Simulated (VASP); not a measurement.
# Ta (Im-3m) in VASP: further runs

The runs below take Ta through single point, with PBE.

Program: VASP 6.6.1. These are calculated values, not measurements. Logs are shortened: lines on timing, memory, paths and dates and some standing lists are left out, and cuts for length are marked.

### Step 1. The cell of the first run

Symmetry: Im-3m, No. 229, cubic system. The conventional cell has a = 3.383 Å, b = 3.383 Å, c = 3.383 Å, α = 90.00°, β = 90.00°, γ = 90.00°. Within 3.9 Å of Ta (site symmetry m-3m) lie 14 Ta at 2.93 to 3.38 Å.

### Step 2. Single point, PBE

The input, INCAR:

```
PREC = Accurate
ENCUT = 500
EDIFF = 1E-6
ISMEAR = 1
SIGMA = 0.05
LREAL = False
LASPH = True
NELM = 120
ALGO = Normal
ISIF = 2
LWAVE = False
LCHARG = False
GGA = PE
NBANDS = 12
GGA_COMPAT = False
```

The input, KPOINTS:

```
Automatic mesh
0
Gamma
  10 10 10
```

The input, POSCAR:

```
Ta
1.0
   -1.6915709137      1.6915709137      1.6915709137
    1.6915709137     -1.6915709137      1.6915709137
    1.6915709137      1.6915709137     -1.6915709137
Ta
1
Direct
    0.0000000000      0.0000000000      0.0000000000
```

Potentials or basis: VASP PAW PBE potentials, release 64 (Ta_pv).

The run is started by

```
cat potpaw_PBE.64/Ta_pv/POTCAR > POTCAR
mpirun -np 1 vasp_std > vasp.out
```

OUTCAR:

```text
PREC = Accurate
   ENCUT = 500
   EDIFF = 1E-6
   ISMEAR = 1
   LREAL = False
   LASPH = True
   NELM = 120
   ISIF = 2
   GGA = PE

 ion  position               nearest neighbor table
   1  0.000  0.000  0.000-

  LATTYP: Found a body centered cubic cell.
 ALAT       =     3.3831418274

  Lattice vectors:

 A1 = (  -1.6915709137,   1.6915709137,   1.6915709137)
 A2 = (   1.6915709137,  -1.6915709137,   1.6915709137)
 A3 = (   1.6915709137,   1.6915709137,  -1.6915709137)

Analysis of symmetry for initial positions (statically):
=====================================================================
 Subroutine PRICEL returns:
 Original cell was already a primitive cell.

 Routine SETGRP: Setting up the symmetry group for a
 body centered cubic supercell.

 Subroutine GETGRP returns: Found 48 space group operations
 (whereof 48 operations were pure point group operations)
 out of a pool of 48 trial point group operations.

The static configuration has the point symmetry O_h .

Analysis of symmetry for dynamics (positions and initial velocities):
=====================================================================
 Subroutine PRICEL returns:
 Original cell was already a primitive cell.

 Routine SETGRP: Setting up the symmetry group for a
 body centered cubic supercell.

 Subroutine GETGRP returns: Found 48 space group operations
 (whereof 48 operations were pure point group operations)
 out of a pool of 48 trial point group operations.

The dynamic configuration has the point symmetry O_h .

 Subroutine INISYM returns: Found 48 space group operations
 (whereof 48 operations are pure point group operations),
 and found     1 'primitive' translations

----------------------------------------------------------------------------------------

                                     Primitive cell

  volume of cell :      19.3611

  direct lattice vectors                    reciprocal lattice vectors
    -1.691570914  1.691570914  1.691570914     0.000000000  0.295583233  0.295583233
     1.691570914 -1.691570914  1.691570914     0.295583233  0.000000000  0.295583233
     1.691570914  1.691570914 -1.691570914     0.295583233  0.295583233  0.000000000

  length of vectors
     2.929886767  2.929886767  2.929886767     0.418017817  0.418017817  0.418017817

  position of ions in fractional coordinates (direct lattice)
     0.000000000  0.000000000  0.000000000

  ion indices of the primitive-cell ions
   primitive index   ion index
                 1           1

----------------------------------------------------------------------------------------

 KPOINTS: Automatic mesh

Automatic generation of k-mesh.
 Grid dimensions read from file:
 generate k-points for:   10   10   10

 Generating k-lattice:

  Cartesian coordinates                     Fractional coordinates (reciprocal lattice)
     0.000000000  0.029558323  0.029558323     0.100000000  0.000000000  0.000000000
     0.029558323  0.000000000  0.029558323     0.000000000  0.100000000  0.000000000
     0.029558323  0.029558323  0.000000000     0.000000000  0.000000000  0.100000000

  Length of vectors
     0.041801782  0.041801782  0.041801782

  Shift w.r.t. Gamma in fractional coordinates (k-lattice)
     0.000000000  0.000000000  0.000000000

 Subroutine IBZKPT returns following result:
 ===========================================

 Found     47 irreducible k-points:

 Following reciprocal coordinates:
            Coordinates               Weight
  0.000000  0.000000  0.000000      1.000000
  0.100000  0.000000  0.000000     12.000000
  0.200000  0.000000  0.000000     12.000000
  0.300000  0.000000  0.000000     12.000000
  0.400000  0.000000  0.000000     12.000000
  0.500000  0.000000  0.000000      6.000000
[... 16 lines left out ...]
  0.300000  0.300000  0.100000      8.000000
 -0.300000  0.300000  0.100000     24.000000
 [... further k-points ...]
   k-points           NKPTS =     47   k-points in BZ     NKDIM =     47   number of bands    NBANDS=     12
   number of dos      NEDOS =    301   number of ions     NIONS =      1
   total plane-waves  NPLWV =  13824
   dimension x,y,z NGX =    24 NGY =   24 NGZ =   24
   dimension x,y,z NGXF=    48 NGYF=   48 NGZF=   48
   ions per type =               1
   NGX,Y,Z   is equivalent  to a cutoff of  13.62, 13.62, 13.62 a.u.
   NGXF,Y,Z  is equivalent  to a cutoff of  27.24, 27.24, 27.24 a.u.
 SYSTEM =  unknown system
   PREC   = accura    normal or accurate (medium, high low for compatibility)
   ISTART =      0    job   : 0-new  1-cont  2-samecut
   ICHARG =      2    charge: 1-file 2-atom 10-const
   ISPIN  =      1    spin polarized calculation?
   LNONCOLLINEAR =      F non collinear calculations
   LSORBIT =      F    spin-orbit coupling
   LASPH  =      T    aspherical Exc in radial PAW
   ENCUT  =  500.0 eV  36.75 Ry    6.06 a.u.   5.34  5.34  5.34*2*pi/ulx,y,z
   NELM   =    120;   NELMIN=  2; NELMDL= -5     # of ELM steps
   EDIFF  = 0.1E-05   stopping-criterion for ELM
   LREAL  =      F    real-space projection
   EDIFFG = 0.1E-04   stopping-criterion for IOM
   NSW    =      0    number of steps for IOM
   IBRION =     -1    ionic relax: 0-MD 1-quasi-New 2-CG
   NFREE  =      0    steps in history (QN), initial steepest desc. (CG)
   ISIF   =      2    stress and relaxation
   ISYM   =      2    0-nonsym 1-usesym 2-fastsym
   POTIM  = 0.5000    time-step for ionic-motion
   TEBEG  =    0.0;   TEEND  =   0.0 temperature during run
   PSTRESS=    0.0 pullay stress
   NELECT =      11.0000    total number of electrons
   NUPDOWN=      -1.0000    fix difference up-down
   EMIN   =  10.00;   EMAX   =-10.00  energy-range for DOS
   EFERMI =   0.00;   METHOD = LEGACY
   ISMEAR =     1;   SIGMA  =   0.05  broadening in eV -4-tet -1-fermi 0-gaus
   EFERMI_NEDOS =   21; number of points for ismear=-14 and -15
   IALGO  =     38    algorithm
   IMIX   =      4    mixing-type and parameters
     AMIX     =   0.40;   BMIX     =  1.00
     AMIX_MAG =   1.60;   BMIX_MAG =  1.00
  volume/ion in A,a.u.               =      19.36       130.66
  Fermi-wavevector in a.u.,A,eV,Ry     =   1.355904  2.562287 25.013970  1.838475
  Thomas-Fermi vector in A             =   2.482952
   LORBIT       =      0    0 simple, 1 ext, 2 COOP (PROOUT), +10 PAW based schemes
   GGA     = PE    functional components
   LHFCALC =     F    Hartree Fock is set to
   AEXX    =    0.0000 exact exchange contribution
   IVDW    =     0    specifies the selected vdW correction
   LEPSILON=     F    determine dielectric tensor
   LRPA    =     F    only Hartree local field effects (RPA)
 non-spin polarized calculation
 Methfessel and Paxton  Order N= 1 SIGMA  =   0.05
  energy-cutoff  :      500.00
  volume of cell :       19.36
 maximum number of plane-waves:       531
 NGX is ok and might be reduce to    24
   NGX = 11   NGY = 11   NGZ = 11

 number of electron      10.9999999 magnetization

 Free energy of the ion-electron system (eV)
  ---------------------------------------------------
  ext. energy  EPLUGINS =         0.00000000
  ---------------------------------------------------
  free energy    TOTEN  =       -11.78655377 eV

  energy without entropy =      -11.78668557  energy(sigma->0) =      -11.78659770

 E-fermi :   4.8568     XC(G=0): -12.2573

 val. band max:        4.8155781834   @ k =  -0.4000   0.4000   0.1000
 cond. band min:       4.8596237891   @ k =   0.4000   0.2000   0.0000
 fundamental gap:      0.0440456057
 Fermi energy:         4.8568151686

 k-point     1 :       0.0000    0.0000    0.0000
  band No.  band energies     occupation
      1     -28.4685      2.00000
      2     -28.4685      2.00000
      3     -28.4685      2.00000
      4      -2.7169      2.00000
      5       5.6284     -0.00000
      6       5.6284     -0.00000
      7       5.6284     -0.00000
      8       8.6524      0.00000
      9       8.6524      0.00000
     10      19.3246      0.00000
     11      19.5904      0.00000
     12      19.5904      0.00000

 k-point     2 :       0.1000    0.0000    0.0000
  band No.  band energies     occupation
      1     -28.5624      2.00000
      2     -28.4981      2.00000
      3     -28.4688      2.00000
      4      -2.3134      2.00000
      5       5.3776     -0.00000
      6       5.5380     -0.00000
      7       6.0244      0.00000
      8       8.3009      0.00000
      9       8.6591      0.00000
     10      19.3245      0.00000
     11      19.9138      0.00000
     12      20.3007      0.00000

 k-point     3 :       0.2000    0.0000    0.0000
  band No.  band energies     occupation
      1     -28.8017      2.00000
      2     -28.5748      2.00000
      3     -28.4697      2.00000
      4      -1.2318      2.00000
      5       4.7899      2.06750
      6       5.1141     -0.00000
      7       7.1721      0.00000
      8       8.0182      0.00000
      9       8.7329      0.00000
     10      19.3228      0.00000
     11      20.0883      0.00000
     12      21.4621      0.00000
[... 286 lines left out ...]
 k-point    23 :       0.3000    0.3000    0.1000
  band No.  band energies     occupation
      1     -29.0541      2.00000
      2     -29.0541      2.00000
      3     -28.6657      2.00000
      4       2.8237      2.00000
      5       3.9991      2.00000
      6       3.9991      2.00000
      7       9.3790      0.00000
      8       9.3790      0.00000
      9      12.1016      0.00000
     10      16.0910      0.00000
     11      16.0910      0.00000
     12      19.2167      0.00000

 k-point    24 :      -0.3000    0.3000    0.1000
  band No.  band energies     occupation
      1     -29.0726      2.00000
      2     -28.7008      2.00000
      3     -28.5408      2.00000
      4       0.4110      2.00000
      5       4.5388      2.00000
      6       4.5919      2.00000
      7       7.3272      0.00000
      8       8.7972      0.00000
      9       9.4766      0.00000
     10      18.2387      0.00000
     11      19.3294      0.00000
     12      20.6092      0.00000

 [... further k-points ...]

------------------------ aborting loop because EDIFF is reached ----------------------------------------

  FORCE on cell =-STRESS in cart. coord.  units (eV):
  Direction    XX          YY          ZZ          XY          YZ          ZX
  --------------------------------------------------------------------------------------
  -------------------------------------------------------------------------------------
  Total       -1.1388022     -1.1388022     -1.1388022      0.0000000     -0.0000000      0.0000000
  in kB      -94.2384807    -94.2384807    -94.2384807      0.0000000     -0.0000000      0.0000000
  external PRESSURE =     -94.2384807 kB  Pullay stress =       0.0000000 kB

 VOLUME and BASIS-vectors are now :
 -----------------------------------------------------------------------------
  energy-cutoff  :      500.00
  volume of cell :       19.36
      direct lattice vectors                 reciprocal lattice vectors
    -1.691570914  1.691570914  1.691570914     0.000000000  0.295583233  0.295583233
     1.691570914 -1.691570914  1.691570914     0.295583233  0.000000000  0.295583233
     1.691570914  1.691570914 -1.691570914     0.295583233  0.295583233  0.000000000

 POSITION                                       TOTAL-FORCE (eV/Angst)
 -----------------------------------------------------------------------------------
      0.00000      0.00000      0.00000         0.000000     -0.000000     -0.000000
 -----------------------------------------------------------------------------------
    total drift:                                0.000000      0.000000      0.000000

  FREE ENERGIE OF THE ION-ELECTRON SYSTEM (eV)
  ---------------------------------------------------
  free  energy   TOTEN  =       -11.7865537678 eV

  energy  without entropy=      -11.7866855734  energy(sigma->0) =      -11.78659770
```

Wall time 7.9 s (1 thread of Intel Xeon 6975P-C, shared host); peak memory 0.14 GiB.

Results:

- Free energy: -11.7866 eV
- Pressure: -9.4 GPa

Caveat: spin-orbit coupling is left out, which moves the levels of the heavy elements.

### Step 3. Single point, PBE

This run uses another cell than the first one, of 19.81 Å³/atom, 1.023 times its volume.

The input, INCAR:

```
PREC = Accurate ; ENCUT = 500
EDIFF = 1E-6 ; ISMEAR = 1
SIGMA = 0.05 ; LREAL = F
LASPH = T ; NELM = 120
ALGO = Normal ; ISIF = 2
LWAVE = F ; LCHARG = T
GGA = PE ; LELF = T
LVHAR = T ; NBANDS = 12
GGA_COMPAT = F
```

The input, KPOINTS:

```
regular mesh
0
Gamma
  10 10 10
```

The input, POSCAR:

```
Ta
1.0
   -1.7045835091      1.7045835091      1.7045835091
    1.7045835091     -1.7045835091      1.7045835091
    1.7045835091      1.7045835091     -1.7045835091
Ta
1
Direct
    0.0000000000      0.0000000000      0.0000000000
```

Potentials or basis: VASP PAW PBE potentials, release 64 (Ta_pv).

The run is started by

```
cat potpaw_PBE.64/Ta_pv/POTCAR > POTCAR
mpirun -np 1 vasp_std > vasp.out
```

OUTCAR:

```text
PREC = Accurate
   ENCUT = 500
   EDIFF = 1E-6
   ISMEAR = 1
   LREAL = F
   LASPH = T
   NELM = 120
   ISIF = 2
   GGA = PE

 ion  position               nearest neighbor table
   1  0.000  0.000  0.000-

  LATTYP: Found a body centered cubic cell.
 ALAT       =     3.4091670182

  Lattice vectors:

 A1 = (  -1.7045835091,   1.7045835091,   1.7045835091)
 A2 = (   1.7045835091,  -1.7045835091,   1.7045835091)
[... 538 lines left out ...]
     10      17.8379      0.00000
     11      19.0746      0.00000
     12      20.1391      0.00000

 [... further k-points ...]

------------------------ aborting loop because EDIFF is reached ----------------------------------------

  FORCE on cell =-STRESS in cart. coord.  units (eV):
  Direction    XX          YY          ZZ          XY          YZ          ZX
  --------------------------------------------------------------------------------------
  -------------------------------------------------------------------------------------
  Total       -1.6114054     -1.6114054     -1.6114054     -0.0000000      0.0000000     -0.0000000
  in kB     -130.3168431   -130.3168431   -130.3168431     -0.0000000      0.0000000     -0.0000000
  external PRESSURE =    -130.3168431 kB  Pullay stress =       0.0000000 kB

 VOLUME and BASIS-vectors are now :
 -----------------------------------------------------------------------------
  energy-cutoff  :      500.00
  volume of cell :       19.81
      direct lattice vectors                 reciprocal lattice vectors
    -1.704583509  1.704583509  1.704583509     0.000000000  0.293326785  0.293326785
     1.704583509 -1.704583509  1.704583509     0.293326785  0.000000000  0.293326785
     1.704583509  1.704583509 -1.704583509     0.293326785  0.293326785  0.000000000

 POSITION                                       TOTAL-FORCE (eV/Angst)
 -----------------------------------------------------------------------------------
      0.00000      0.00000      0.00000         0.000000     -0.000000      0.000000
 -----------------------------------------------------------------------------------
    total drift:                                0.000000      0.000000     -0.000000

  FREE ENERGIE OF THE ION-ELECTRON SYSTEM (eV)
  ---------------------------------------------------
  free  energy   TOTEN  =       -11.7549864001 eV

  energy  without entropy=      -11.7548163093  energy(sigma->0) =      -11.75492970
```

OSZICAR:

```text
N       E                     dE             d eps       ncg     rms          rms(c)
DAV:   1     0.600159234822E+02    0.60016E+02   -0.59792E+03  1128   0.846E+02
DAV:   2    -0.112005419701E+02   -0.71216E+02   -0.69322E+02  1284   0.237E+02
DAV:   3    -0.122956939327E+02   -0.10952E+01   -0.10879E+01  1328   0.279E+01
DAV:   4    -0.122990234855E+02   -0.33296E-02   -0.33290E-02  1268   0.172E+00
DAV:   5    -0.122990392354E+02   -0.15750E-04   -0.15749E-04  1368   0.108E-01    0.115E+01
DAV:   6    -0.118818421622E+02    0.41720E+00   -0.34560E-01  1296   0.626E+00    0.526E+00
DAV:   7    -0.117555607388E+02    0.12628E+00   -0.29366E-01  1332   0.539E+00    0.392E-01
DAV:   8    -0.117549968647E+02    0.56387E-03   -0.11140E-02  1284   0.707E-01    0.130E-01
DAV:   9    -0.117549954361E+02    0.14286E-05   -0.11768E-04  1332   0.112E-01    0.262E-02
DAV:  10    -0.117549861256E+02    0.93106E-05   -0.36748E-06  1240   0.190E-02    0.456E-03
DAV:  11    -0.117549864001E+02   -0.27456E-06   -0.30066E-07   780   0.573E-03
   1 F= -.11754986E+02 E0= -.11754930E+02  d E =-.170091E-03
```

It used 6.2 s of CPU time on 1 thread of Intel Xeon 6975P-C, on a shared host.

Results:

```yaml
Free_energy: -11.7550 eV
Pressure: -13.0 GPa
```

Caveat: spin-orbit coupling is left out, which moves the levels of the heavy elements.
